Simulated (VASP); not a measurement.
Here is a VASP 6.6.1 calculation.

Contents of POSCAR:

```
Ge
1.0
   -2.5973290730      2.5973290730      1.4248394997
    2.5973290730     -2.5973290730      1.4248394997
    2.5973290730      2.5973290730     -1.4248394997
Ge
2
Direct
    0.2500000000      0.7500000000      0.5000000000
    0.5000000000      0.5000000000      0.0000000000
```

INCAR.step1

```
  ALGO = Normal
  EDIFF = 1E-4
  ENCUT = 520
  GGA = PE
  ISMEAR = 0
  LASPH = True
  LCHARG = False
  LREAL = False
  LWAVE = True
  NBANDS = 21
  NELM = 60
  PREC = Accurate
  SIGMA = 0.1
```

File INCAR.step2:

```
  ALGO = Normal
  EDIFF = 1E-6
  ENCUT = 520
  ISIF = 2
  ISMEAR = 0
  ISTART = 1
  LASPH = True
  LCHARG = False
  LMIXTAU = True
  LREAL = False
  LWAVE = False
  METAGGA = R2SCAN
  NBANDS = 21
  NELM = 60
  PREC = Accurate
  SIGMA = 0.1
```

File KPOINTS:

```
k-points
0
Gamma
  16 16 16
```

Potentials or basis: VASP PAW PBE potentials, release 64 (Ge_d).

The run is started by

```sh
$ cat potpaw_PBE.64/Ge_d/POTCAR > POTCAR
$ cp INCAR.step1 INCAR
$ mpirun -np 1 vasp_std > vasp.out
$ cp INCAR.step2 INCAR
$ mpirun -np 1 vasp_std > vasp.out
```

(1) Predict the pressure.

(2) Predict the band gap on the k mesh.

## Answers

(1) -2.3 GPa.

(2) zero (bands 14 and 15 overlap by 5.35 eV).

Caveat: the PAW data sets were made with another functional, which shifts forces and pressure a little.
